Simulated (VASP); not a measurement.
# GaBi2Sb3S (P31m) in VASP: single point with PBE

Aim: the single point of GaBi2Sb3S with PBE.

All numbers are computed with VASP 6.6.1; they aren't measurements. Logs are shortened: lines on timing, memory, paths and dates and some standing lists are left out, and cuts for length are marked.

## (1) The cell of the first run

Symmetry: P31m, No. 157, trigonal system. The conventional cell has a = 5.798 Å, b = 5.798 Å, c = 6.700 Å, α = 90.00°, β = 90.00°, γ = 120.00°. Ga (site symmetry 3m) has 1 S at 2.52 Å within 3.3 Å. Sb (site symmetry m) has 1 S at 2.73 Å and 4 Sb at 3.16 Å and 1 Ga at 3.34 Å and 2 Bi at 3.50 Å within 3.6 Å. Within 4.4 Å of Bi (site symmetry 3) lie 3 Bi at 3.35 Å and 3 Ga at 3.38 Å and 6 Sb at 3.50 to 4.13 Å and 3 S at 3.93 Å. Within 3.3 Å of S (site symmetry 3m) lie 1 Ga at 2.52 Å and 3 Sb at 2.73 Å.

## (2) Single point, PBE

File INCAR:

```
SYSTEM = GaBi2Sb3S
  ALGO = Normal
  EDIFF = 1E-6
  ENCUT = 500
  GGA = PE
  GGA_COMPAT = .FALSE.
  ISIF = 2
  ISMEAR = 0
  LASPH = .TRUE.
  LCHARG = .TRUE.
  LELF = .TRUE.
  LREAL = .FALSE.
  LVHAR = .TRUE.
  LWAVE = .FALSE.
  NBANDS = 41
  NELM = 120
  PREC = Accurate
  SIGMA = 0.15
```

File KPOINTS:

```
k-points
0
G
  3 3 2
  0 0 0
```

File POSCAR:

```
GaBi2Sb3S
1.0
    5.7976754739     -0.0000000030      0.0000000000
   -2.8988377344      5.0209342448      0.0000000000
    0.0000000000      0.0000000000      6.7003372717
Ga Sb Bi S
1 3 2 1
Direct
    0.0000000000      0.0000000000      0.7394232905
    0.3751599603      0.0000000000      0.3610965736
    0.0000000000      0.3751599603      0.3610965736
    0.6248400397      0.6248400397      0.3610965736
    0.3333333333      0.6666666667      0.8076290833
    0.6666666667      0.3333333333      0.8076290833
    0.0000000000      0.0000000000      0.1158434423
```

Potentials or basis: VASP PAW PBE potentials, release 64 (Ga_d, Sb, Bi_d, S).

The run is started by

```sh
$ cat potpaw_PBE.64/Ga_d/POTCAR potpaw_PBE.64/Sb/POTCAR potpaw_PBE.64/Bi_d/POTCAR potpaw_PBE.64/S/POTCAR > POTCAR
$ mpirun -np 1 vasp_std > vasp.out
```

OUTCAR:

```text
SYSTEM = GaBi2Sb3S
   EDIFF = 1E-6
   ENCUT = 500
   GGA = PE
   ISIF = 2
   ISMEAR = 0
   LASPH = .TRUE.
   LREAL = .FALSE.
   NELM = 120
   PREC = Accurate

 ion  position               nearest neighbor table
   1  0.000  0.000  0.739-   7 2.52   4 3.34   2 3.34   3 3.34   6 3.38   5 3.38   6 3.38   5 3.38
                             6 3.38   5 3.38
   2  0.375  0.000  0.361-   7 2.73   3 3.16   3 3.16   4 3.16   4 3.16   1 3.34   5 3.50   6 3.50
                             4 3.77   3 3.77
   3  0.000  0.375  0.361-   7 2.73   2 3.16   4 3.16   2 3.16   4 3.16   1 3.34   6 3.50   5 3.50
                             4 3.77   2 3.77
   4  0.625  0.625  0.361-   7 2.73   3 3.16   2 3.16   3 3.16   2 3.16   1 3.34   5 3.50   6 3.50
                             2 3.77   3 3.77
   5  0.333  0.667  0.808-   6 3.35   6 3.35   6 3.35   1 3.38   1 3.38   1 3.38   2 3.50   3 3.50
                             4 3.50
   6  0.667  0.333  0.808-   5 3.35   5 3.35   5 3.35   1 3.38   1 3.38   1 3.38   3 3.50   2 3.50
                             4 3.50
   7  0.000  0.000  0.116-   1 2.52   4 2.73   2 2.73   3 2.73

  LATTYP: Found a hexagonal cell.
 ALAT       =     5.7976754739
 C/A-ratio  =     1.1556937434

  Lattice vectors:

 A1 = (   5.7976754739,  -0.0000000030,   0.0000000000)
 A2 = (  -2.8988377344,   5.0209342448,   0.0000000000)
 A3 = (   0.0000000000,   0.0000000000,   6.7003372717)

Analysis of symmetry for initial positions (statically):
=====================================================================
 Subroutine PRICEL returns:
 Original cell was already a primitive cell.

 Routine SETGRP: Setting up the symmetry group for a
 hexagonal supercell.

 Subroutine GETGRP returns: Found  6 space group operations
 (whereof  6 operations were pure point group operations)
 out of a pool of 24 trial point group operations.

The static configuration has the point symmetry C_3v.

Analysis of symmetry for dynamics (positions and initial velocities):
=====================================================================
 Subroutine PRICEL returns:
 Original cell was already a primitive cell.

 Routine SETGRP: Setting up the symmetry group for a
 hexagonal supercell.

 Subroutine GETGRP returns: Found  6 space group operations
 (whereof  6 operations were pure point group operations)
 out of a pool of 24 trial point group operations.

The dynamic configuration has the point symmetry C_3v.

 Subroutine INISYM returns: Found  6 space group operations
 (whereof  6 operations are pure point group operations),
 and found     1 'primitive' translations

----------------------------------------------------------------------------------------

                                     Primitive cell

  volume of cell :     195.0451

  direct lattice vectors                    reciprocal lattice vectors
     5.797675474 -0.000000003  0.000000000     0.172482921  0.099583061  0.000000000
    -2.898837734  5.020934245  0.000000000     0.000000000  0.199166122  0.000000000
     0.000000000  0.000000000  6.700337272     0.000000000  0.000000000  0.149246218

  length of vectors
     5.797675474  5.797675474  6.700337272     0.199166122  0.199166122  0.149246218

  position of ions in fractional coordinates (direct lattice)
     0.000000000  0.000000000  0.739423290
     0.375159960  0.000000000  0.361096574
     0.000000000  0.375159960  0.361096574
     0.624840040  0.624840040  0.361096574
     0.333333333  0.666666667  0.807629083
     0.666666667  0.333333333  0.807629083
     0.000000000  0.000000000  0.115843442

  ion indices of the primitive-cell ions
   primitive index   ion index
                 1           1
                 2           2
                 3           3
                 4           4
                 5           5
                 6           6
                 7           7

----------------------------------------------------------------------------------------

 KPOINTS: k-points

Automatic generation of k-mesh.
 Grid dimensions read from file:
 generate k-points for:    3    3    2

 Generating k-lattice:

  Cartesian coordinates                     Fractional coordinates (reciprocal lattice)
     0.057494307  0.033194354  0.000000000     0.333333333  0.000000000  0.000000000
     0.000000000  0.066388707  0.000000000     0.000000000  0.333333333  0.000000000
     0.000000000  0.000000000  0.074623109     0.000000000  0.000000000  0.500000000

  Length of vectors
     0.066388707  0.066388707  0.074623109

  Shift w.r.t. Gamma in fractional coordinates (k-lattice)
     0.000000000  0.000000000  0.000000000

 Subroutine IBZKPT returns following result:
 ===========================================

 Found      6 irreducible k-points:

 Following reciprocal coordinates:
            Coordinates               Weight
  0.000000  0.000000  0.000000      1.000000
  0.333333 -0.000000  0.000000      6.000000
  0.333333  0.333333  0.000000      2.000000
  0.000000  0.000000  0.500000      1.000000
  0.333333 -0.000000  0.500000      6.000000
  0.333333  0.333333  0.500000      2.000000
   k-points           NKPTS =      6   k-points in BZ     NKDIM =      6   number of bands    NBANDS=     41
   number of dos      NEDOS =    301   number of ions     NIONS =      7
   total plane-waves  NPLWV =  88200
   dimension x,y,z NGX =    42 NGY =   42 NGZ =   50
   dimension x,y,z NGXF=    84 NGYF=   84 NGZF=  100
   ions per type =               1   3   2   1
   NGX,Y,Z   is equivalent  to a cutoff of  12.04, 12.04, 12.41 a.u.
   NGXF,Y,Z  is equivalent  to a cutoff of  24.09, 24.09, 24.81 a.u.
 SYSTEM =  GaBi2Sb3S
   PREC   = accura    normal or accurate (medium, high low for compatibility)
   ISTART =      0    job   : 0-new  1-cont  2-samecut
   ICHARG =      2    charge: 1-file 2-atom 10-const
   ISPIN  =      1    spin polarized calculation?
   LNONCOLLINEAR =      F non collinear calculations
   LSORBIT =      F    spin-orbit coupling
   LASPH  =      T    aspherical Exc in radial PAW
   ENCUT  =  500.0 eV  36.75 Ry    6.06 a.u.  10.57 10.57 12.22*2*pi/ulx,y,z
   NELM   =    120;   NELMIN=  2; NELMDL= -5     # of ELM steps
   EDIFF  = 0.1E-05   stopping-criterion for ELM
   LREAL  =      F    real-space projection
[... 7 lines left out ...]
   TEBEG  =    0.0;   TEEND  =   0.0 temperature during run
   PSTRESS=    0.0 pullay stress
   NELECT =      64.0000    total number of electrons
   NUPDOWN=      -1.0000    fix difference up-down
   EMIN   =  10.00;   EMAX   =-10.00  energy-range for DOS
   EFERMI =   0.00;   METHOD = LEGACY
   ISMEAR =     0;   SIGMA  =   0.15  broadening in eV -4-tet -1-fermi 0-gaus
   EFERMI_NEDOS =   21; number of points for ismear=-14 and -15
   IALGO  =     38    algorithm
   IMIX   =      4    mixing-type and parameters
     AMIX     =   0.40;   BMIX     =  1.00
     AMIX_MAG =   1.60;   BMIX_MAG =  1.00
  volume/ion in A,a.u.               =      27.86       188.03
  Fermi-wavevector in a.u.,A,eV,Ry     =   1.129163  2.133808 17.347537  1.275008
  Thomas-Fermi vector in A             =   2.265855
   LORBIT       =      0    0 simple, 1 ext, 2 COOP (PROOUT), +10 PAW based schemes
   GGA     = PE    functional components
   LHFCALC =     F    Hartree Fock is set to
   AEXX    =    0.0000 exact exchange contribution
   IVDW    =     0    specifies the selected vdW correction
   LEPSILON=     F    determine dielectric tensor
   LRPA    =     F    only Hartree local field effects (RPA)
 non-spin polarized calculation
 Gauss-broadening in eV      SIGMA  =   0.15
  energy-cutoff  :      500.00
  volume of cell :      195.05
 maximum number of plane-waves:      4980
 NGX is ok and might be reduce to    42
   NGX = 21   NGY = 21   NGZ = 25

 number of electron      64.0000032 magnetization

 Free energy of the ion-electron system (eV)
  ---------------------------------------------------
  ext. energy  EPLUGINS =         0.00000000
  ---------------------------------------------------
  free energy    TOTEN  =       -26.14530707 eV

  energy without entropy =      -26.10084487  energy(sigma->0) =      -26.12307597

 E-fermi :   6.9631     XC(G=0):  -9.8990

 val. band max:        6.4849795779   @ k =   0.3333   0.3333   0.5000
 cond. band min:       6.9946933471   @ k =   0.3333   0.3333   0.0000
 fundamental gap:      0.5097137692
 Fermi energy:         6.9631473971

 k-point     1 :       0.0000    0.0000    0.0000
  band No.  band energies     occupation
      1     -16.0271      2.00000
      2     -16.0209      2.00000
      3     -16.0209      2.00000
      4     -15.9999      2.00000
      5     -15.9999      2.00000
      6     -15.9526      2.00000
[... 33 lines left out ...]
     40      11.3096      0.00000
     41      11.3096      0.00000

 k-point     2 :       0.3333   -0.0000    0.0000
  band No.  band energies     occupation
      1     -16.0496      2.00000
      2     -16.0491      2.00000
      3     -16.0225      2.00000
      4     -16.0027      2.00000
      5     -15.9919      2.00000
      6     -15.9606      2.00000
[... 33 lines left out ...]
     40      10.2534      0.00000
     41      10.5873      0.00000

 k-point     3 :       0.3333    0.3333    0.0000
  band No.  band energies     occupation
      1     -16.0742      2.00000
      2     -16.0319      2.00000
      3     -16.0319      2.00000
      4     -16.0056      2.00000
      5     -15.9762      2.00000
      6     -15.9762      2.00000
[... 33 lines left out ...]
     40      10.8439      0.00000
     41      11.2319      0.00000

 k-point     4 :       0.0000    0.0000    0.5000
  band No.  band energies     occupation
      1     -16.0269      2.00000
      2     -16.0209      2.00000
      3     -16.0209      2.00000
      4     -16.0000      2.00000
      5     -16.0000      2.00000
      6     -15.9526      2.00000
[... 33 lines left out ...]
     40      11.5376      0.00000
     41      12.2370      0.00000

 k-point     5 :       0.3333   -0.0000    0.5000
  band No.  band energies     occupation
      1     -16.0496      2.00000
      2     -16.0491      2.00000
      3     -16.0224      2.00000
      4     -16.0028      2.00000
      5     -15.9919      2.00000
      6     -15.9606      2.00000
[... 33 lines left out ...]
     40       9.5856      0.00000
     41      11.0731      0.00000

 k-point     6 :       0.3333    0.3333    0.5000
  band No.  band energies     occupation
      1     -16.0742      2.00000
      2     -16.0318      2.00000
      3     -16.0318      2.00000
      4     -16.0057      2.00000
      5     -15.9763      2.00000
      6     -15.9763      2.00000
[... 33 lines left out ...]
     40      10.4376      0.00000
     41      11.3675      0.00000

------------------------ aborting loop because EDIFF is reached ----------------------------------------

  FORCE on cell =-STRESS in cart. coord.  units (eV):
  Direction    XX          YY          ZZ          XY          YZ          ZX
  --------------------------------------------------------------------------------------
  -------------------------------------------------------------------------------------
  Total       -0.0119415     -0.0119415     -0.0287603      0.0000000      0.0000000      0.0000000
  in kB       -0.0980922     -0.0980922     -0.2362484      0.0000000      0.0000000      0.0000000
  external PRESSURE =      -0.1441443 kB  Pullay stress =       0.0000000 kB

 VOLUME and BASIS-vectors are now :
 -----------------------------------------------------------------------------
  energy-cutoff  :      500.00
  volume of cell :      195.05
      direct lattice vectors                 reciprocal lattice vectors
     5.797675474 -0.000000003  0.000000000     0.172482921  0.099583061  0.000000000
    -2.898837734  5.020934245  0.000000000     0.000000000  0.199166122  0.000000000
     0.000000000  0.000000000  6.700337272     0.000000000  0.000000000  0.149246218

 POSITION                                       TOTAL-FORCE (eV/Angst)
 -----------------------------------------------------------------------------------
      0.00000      0.00000      4.95439         0.000000      0.000000     -0.014485
      2.17506     -0.00000      2.41947        -0.033496      0.000000     -0.042438
     -1.08753      1.88365      2.41947         0.016748     -0.029008     -0.042438
      1.81131      3.13728      2.41947         0.016748      0.029008     -0.042438
      0.00000      3.34729      5.41139        -0.000000      0.000000      0.023999
      2.89884      1.67364      5.41139         0.000000     -0.000000      0.023999
      0.00000      0.00000      0.77619         0.000000     -0.000000      0.093802
 -----------------------------------------------------------------------------------
    total drift:                                0.000000      0.000000      0.003115

  FREE ENERGIE OF THE ION-ELECTRON SYSTEM (eV)
  ---------------------------------------------------
  free  energy   TOTEN  =       -26.1453070705 eV

  energy  without entropy=      -26.1008448732  energy(sigma->0) =      -26.12307597
```

It took 27 s on 1 thread of AMD EPYC 9R45 (Zen 5), shared host; peak memory 0.27 GiB.

Results:

| Item | Value |
| --- | --- |
| Free energy | -26.1453 eV |
| Pressure | 0.0 GPa |
| Largest force | 0.094 eV/Å |
| Band gap on the k mesh | zero (band 32 reaches 7.03 eV, above the bottom of band 33 at 5.90 eV) |

Forces in eV/Å, atoms in the order of the input:
```
Ga   0.000  0.000 -0.014
Sb  -0.033  0.000 -0.042
Sb   0.017 -0.029 -0.042
Sb   0.017  0.029 -0.042
Bi   0.000  0.000  0.024
Bi   0.000  0.000  0.024
S    0.000  0.000  0.094
```

Caveat: the k points lie up to 0.47 Å⁻¹ apart; spin-orbit coupling is left out, which moves the levels of the heavy elements.
